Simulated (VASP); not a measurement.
# InSe (P6_3/mmc) in VASP: a series of runs, part 2 of 2

VASP 6.6.1. Earlier steps stand in the parts before.

## (3) Relaxation of cell and atoms, PBE+D3(BJ)

This run uses another cell than the first one, of 30.06 Å³/atom.

Contents of INCAR:

```
PREC = Accurate ; ENCUT = 600
EDIFF = 1E-7 ; ISMEAR = 0
SIGMA = 0.1 ; LREAL = False
LASPH = True ; NELM = 100
ALGO = Normal ; ISIF = 3
LWAVE = False ; LCHARG = False
GGA = PE ; IVDW = 12
IBRION = 2 ; NSW = 100
EDIFFG = -0.05
```

Contents of KPOINTS:

```
regular mesh
0
Gamma
  6 6 2
```

Contents of POSCAR:

```
InSe
1.0
    4.0499987506      0.0000000000      0.0000000000
   -2.0249993753      3.5074018033      0.0000000000
    0.0000000000      0.0000000000     16.9300000000
In Se
4 4
Direct
    0.3333333333      0.6666666667      0.1570000000
    0.6666666667      0.3333333333      0.6570000000
    0.3333333333      0.6666666667      0.3430000000
    0.6666666667      0.3333333333      0.8430000000
    0.3333333333      0.6666666667      0.6020000000
    0.6666666667      0.3333333333      0.1020000000
    0.3333333333      0.6666666667      0.8980000000
    0.6666666667      0.3333333333      0.3980000000
```

Potentials or basis: VASP PAW PBE potentials, release 64 (In_d, Se).

The run is started by

```sh
$ cat potpaw_PBE.64/In_d/POTCAR potpaw_PBE.64/Se/POTCAR > POTCAR
$ mpirun -np 1 vasp_std > vasp.out
```

OUTCAR:

```text
PREC = Accurate
   ENCUT = 600
   EDIFF = 1E-7
   ISMEAR = 0
   LREAL = False
   LASPH = True
   NELM = 100
   ISIF = 3
   GGA = PE
   IVDW = 12
   IBRION = 2
   NSW = 100
   EDIFFG = -0.05
 IVDW          = 12

 ion  position               nearest neighbor table
   1  0.333  0.667  0.157-   6 2.52   6 2.52   6 2.52   3 3.15
   2  0.667  0.333  0.657-   5 2.52   5 2.52   5 2.52   4 3.15
   3  0.333  0.667  0.343-   8 2.52   8 2.52   8 2.52   1 3.15
   4  0.667  0.333  0.843-   7 2.52   7 2.52   7 2.52   2 3.15
   5  0.333  0.667  0.602-   2 2.52   2 2.52   2 2.52
   6  0.667  0.333  0.102-   1 2.52   1 2.52   1 2.52
   7  0.333  0.667  0.898-   4 2.52   4 2.52   4 2.52
   8  0.667  0.333  0.398-   3 2.52   3 2.52   3 2.52

  LATTYP: Found a hexagonal cell.
 ALAT       =     4.0499987506
 C/A-ratio  =     4.1802482032

  Lattice vectors:

 A1 = (   4.0499987506,   0.0000000000,   0.0000000000)
 A2 = (  -2.0249993753,   3.5074018033,   0.0000000000)
 A3 = (   0.0000000000,   0.0000000000,  16.9300000000)

Analysis of symmetry for initial positions (statically):
=====================================================================
 Subroutine PRICEL returns:
 Original cell was already a primitive cell.

 Routine SETGRP: Setting up the symmetry group for a
 hexagonal supercell.

 Subroutine GETGRP returns: Found 24 space group operations
 (whereof 12 operations were pure point group operations)
 out of a pool of 24 trial point group operations.

The static configuration has the point symmetry D_3d.
 The point group associated with its full space group is D_6h.

Analysis of symmetry for dynamics (positions and initial velocities):
=====================================================================
 Subroutine PRICEL returns:
 Original cell was already a primitive cell.

 Routine SETGRP: Setting up the symmetry group for a
 hexagonal supercell.

 Subroutine GETGRP returns: Found 24 space group operations
 (whereof 12 operations were pure point group operations)
 out of a pool of 24 trial point group operations.

The dynamic configuration has the point symmetry D_3d.
 The point group associated with its full space group is D_6h.

 Subroutine INISYM returns: Found 24 space group operations
 (whereof 12 operations are pure point group operations),
 and found     1 'primitive' translations

----------------------------------------------------------------------------------------

                                     Primitive cell

  volume of cell :     240.4902

  direct lattice vectors                    reciprocal lattice vectors
     4.049998751  0.000000000  0.000000000     0.246913656  0.142555666  0.000000000
    -2.024999375  3.507401803  0.000000000     0.000000000  0.285111332  0.000000000
     0.000000000  0.000000000 16.930000000     0.000000000  0.000000000  0.059066745

  length of vectors
     4.049998751  4.049998751 16.930000000     0.285111332  0.285111332  0.059066745

  position of ions in fractional coordinates (direct lattice)
     0.333333333  0.666666667  0.157000000
     0.666666667  0.333333333  0.657000000
     0.333333333  0.666666667  0.343000000
     0.666666667  0.333333333  0.843000000
     0.333333333  0.666666667  0.602000000
     0.666666667  0.333333333  0.102000000
     0.333333333  0.666666667  0.898000000
     0.666666667  0.333333333  0.398000000

  ion indices of the primitive-cell ions
   primitive index   ion index
                 1           1
                 2           2
                 3           3
                 4           4
                 5           5
                 6           6
                 7           7
                 8           8

----------------------------------------------------------------------------------------

 KPOINTS: regular mesh

Automatic generation of k-mesh.
 Grid dimensions read from file:
 generate k-points for:    6    6    2

 Generating k-lattice:

  Cartesian coordinates                     Fractional coordinates (reciprocal lattice)
     0.041152276  0.023759278  0.000000000     0.166666667  0.000000000  0.000000000
     0.000000000  0.047518555  0.000000000     0.000000000  0.166666667  0.000000000
     0.000000000  0.000000000  0.029533373     0.000000000  0.000000000  0.500000000

  Length of vectors
     0.047518555  0.047518555  0.029533373

  Shift w.r.t. Gamma in fractional coordinates (k-lattice)
     0.000000000  0.000000000  0.000000000

 Subroutine IBZKPT returns following result:
 ===========================================

 Found     14 irreducible k-points:

 Following reciprocal coordinates:
            Coordinates               Weight
  0.000000  0.000000  0.000000      1.000000
  0.166667  0.000000  0.000000      6.000000
  0.333333  0.000000  0.000000      6.000000
  0.500000  0.000000  0.000000      3.000000
  0.166667  0.166667  0.000000      6.000000
  0.333333  0.166667  0.000000     12.000000
  0.333333  0.333333  0.000000      2.000000
  0.000000  0.000000  0.500000      1.000000
  0.166667  0.000000  0.500000      6.000000
  0.333333  0.000000  0.500000      6.000000
  0.500000  0.000000  0.500000      3.000000
  0.166667  0.166667  0.500000      6.000000
  0.333333  0.166667  0.500000     12.000000
  0.333333  0.333333  0.500000      2.000000
   k-points           NKPTS =     14   k-points in BZ     NKDIM =     14   number of bands    NBANDS=     45
   number of dos      NEDOS =    301   number of ions     NIONS =      8
   total plane-waves  NPLWV = 143360
   dimension x,y,z NGX =    32 NGY =   32 NGZ =  140
   dimension x,y,z NGXF=    64 NGYF=   64 NGZF=  280
   ions per type =               4   4
   NGX,Y,Z   is equivalent  to a cutoff of  13.14, 13.14, 13.75 a.u.
   NGXF,Y,Z  is equivalent  to a cutoff of  26.27, 26.27, 27.49 a.u.
 SYSTEM =  unknown system
   PREC   = accura    normal or accurate (medium, high low for compatibility)
   ISTART =      0    job   : 0-new  1-cont  2-samecut
   ICHARG =      2    charge: 1-file 2-atom 10-const
   ISPIN  =      1    spin polarized calculation?
   LNONCOLLINEAR =      F non collinear calculations
   LSORBIT =      F    spin-orbit coupling
   LASPH  =      T    aspherical Exc in radial PAW
   ENCUT  =  600.0 eV  44.10 Ry    6.64 a.u.   8.09  8.09 33.81*2*pi/ulx,y,z
   NELM   =    100;   NELMIN=  2; NELMDL= -5     # of ELM steps
   EDIFF  = 0.1E-06   stopping-criterion for ELM
   LREAL  =      F    real-space projection
   EDIFFG = -.5E-01   stopping-criterion for IOM
   NSW    =    100    number of steps for IOM
   IBRION =      2    ionic relax: 0-MD 1-quasi-New 2-CG
   NFREE  =      1    steps in history (QN), initial steepest desc. (CG)
   ISIF   =      3    stress and relaxation
   ISYM   =      2    0-nonsym 1-usesym 2-fastsym
   POTIM  = 0.5000    time-step for ionic-motion
   TEBEG  =    0.0;   TEEND  =   0.0 temperature during run
   PSTRESS=    0.0 pullay stress
   NELECT =      76.0000    total number of electrons
   NUPDOWN=      -1.0000    fix difference up-down
   EMIN   =  10.00;   EMAX   =-10.00  energy-range for DOS
   EFERMI =   0.00;   METHOD = LEGACY
   ISMEAR =     0;   SIGMA  =   0.10  broadening in eV -4-tet -1-fermi 0-gaus
   EFERMI_NEDOS =   21; number of points for ismear=-14 and -15
   IALGO  =     38    algorithm
   IMIX   =      4    mixing-type and parameters
     AMIX     =   0.40;   BMIX     =  1.00
     AMIX_MAG =   1.60;   BMIX_MAG =  1.00
  volume/ion in A,a.u.               =      30.06       202.86
  Fermi-wavevector in a.u.,A,eV,Ry     =   1.115099  2.107232 16.918118  1.243447
  Thomas-Fermi vector in A             =   2.251701
   LORBIT       =      0    0 simple, 1 ext, 2 COOP (PROOUT), +10 PAW based schemes
   GGA     = PE    functional components
   LHFCALC =     F    Hartree Fock is set to
   AEXX    =    0.0000 exact exchange contribution
   IVDW    =    12    specifies the selected vdW correction
   LEPSILON=     F    determine dielectric tensor
   LRPA    =     F    only Hartree local field effects (RPA)
 conjugate gradient relaxation of ions
 non-spin polarized calculation
 Gauss-broadening in eV      SIGMA  =   0.10
  energy-cutoff  :      600.00
  volume of cell :      240.49
 maximum number of plane-waves:      8054
   NGX = 17   NGY = 17   NGZ = 67

--------------------------------------- Ionic step        1  -------------------------------------------

 number of electron      75.9999998 magnetization

 Free energy of the ion-electron system (eV)
  ---------------------------------------------------
  ext. energy  EPLUGINS =         0.00000000
  ---------------------------------------------------
  free energy    TOTEN  =       -26.50347094 eV

  energy without entropy =      -26.50036716  energy(sigma->0) =      -26.50191905

------------------------ aborting loop because EDIFF is reached ----------------------------------------

 Edisp (eV)   -2.30603

 E8    (eV) :    -1.0537
[... 359 lines left out ...]
--------------------------------------- Ionic step        9  -------------------------------------------

 number of electron      76.0000002 magnetization

 Free energy of the ion-electron system (eV)
  ---------------------------------------------------
  ext. energy  EPLUGINS =         0.00000000
  ---------------------------------------------------
  free energy    TOTEN  =       -28.33975521 eV

  energy without entropy =      -28.33974832  energy(sigma->0) =      -28.33975176

 E-fermi :   4.0562     XC(G=0):  -8.8007

 val. band max:        3.8232004394   @ k =   0.0000   0.0000   0.0000
 cond. band min:       4.2891071980   @ k =   0.0000   0.0000   0.0000
 fundamental gap:      0.4659067586
 Fermi energy:         4.0561538288

 k-point     1 :       0.0000    0.0000    0.0000
  band No.  band energies     occupation
      1     -10.8935      2.00000
      2     -10.8930      2.00000
      3     -10.7101      2.00000
      4     -10.7101      2.00000
      5     -10.7098      2.00000
      6     -10.7098      2.00000
[... 700 lines left out ...]
  FREE ENERGIE OF THE ION-ELECTRON SYSTEM (eV)
  ---------------------------------------------------
  free  energy   TOTEN  =       -30.6776395010 eV

  energy  without entropy=      -30.6776326093  energy(sigma->0) =      -30.67763606

 reached required accuracy - stopping structural energy minimisation
```

Run time: 15 min. Hardware: 1 thread of Intel Xeon 6975P-C (Granite Rapids), shared host; peak memory 0.5 GiB.

Results:

```yaml
Free_energy: -30.6776 eV
Relaxed_volume: 29.88 Å³/atom
Relaxed_cell: a = 4.025 Å, b = 4.025 Å, c = 17.036 Å, α = 90.00°, β = 90.00°, γ = 120.00°
Space_group_after_relaxing_to_0.1_Å: P6_3/mmc (No. 194)
Energy_gained_by_relaxing: 233.5 meV/atom
Ionic_steps: 9
Pressure_after_relaxing: 0.0 GPa
Largest_force_after_relaxing: 0.049 eV/Å
Band_gap_on_the_k_mesh: 0.47 eV
Dispersion_energy_per_atom: -0.292 eV
```

Forces in eV/Å, atoms in the order of the input:
```
In   0.000  0.000  0.016
In   0.000  0.000  0.016
In   0.000  0.000 -0.016
In   0.000  0.000 -0.016
Se   0.000  0.000 -0.049
Se   0.000  0.000 -0.049
Se   0.000  0.000  0.049
Se   0.000  0.000  0.049
```

Stress tensor (GPa, compression positive):
```
 0.15  0.00  0.00
 0.00  0.15  0.00
 0.00  0.00 -0.24
```

Step by step:
| step | energy change (eV) | largest force (eV/Å) | pressure (GPa) | volume (Å³) |
| --- | --- | --- | --- | --- |
| 1 | 0.0000 | 2.8899 | 5.99 | 240.49 |
| 2 | -1.0963 | 0.2716 | -4.42 | 281.20 |
| 3 | -1.3891 | 0.8211 | -2.16 | 266.79 |
| 4 | -1.6603 | 0.3202 | -1.17 | 254.39 |
| 5 | -1.7126 | 0.2798 | -0.31 | 246.78 |
| 6 | -1.8161 | 0.3181 | 0.45 | 240.75 |
| 7 | -1.8389 | 0.3440 | 1.12 | 236.19 |
| 8 | -1.8562 | 0.1347 | -0.63 | 240.85 |
| 9 | -1.8681 | 0.0487 | 0.02 | 239.05 |

Final structure:
```xyz
8
Lattice="4.0252 0.0000 0.0000 -2.0126 3.4859 0.0000 0.0000 0.0000 17.0365" Properties=species:S:1:pos:R:3 pbc="T T T"
In    0.0000    2.3240    2.8613
In    2.0126    1.1620   11.3796
In    0.0000    2.3240    5.6569
In    2.0126    1.1620   14.1752
Se    0.0000    2.3240   10.0885
Se    2.0126    1.1620    1.5702
Se    0.0000    2.3240   15.4663
Se    2.0126    1.1620    6.9480
```

Caveat: spin-orbit coupling is left out, which moves the levels of the heavy elements; the relaxation stopped at a loose force limit of 0.05 eV/Å, so its end isn't a converged minimum.
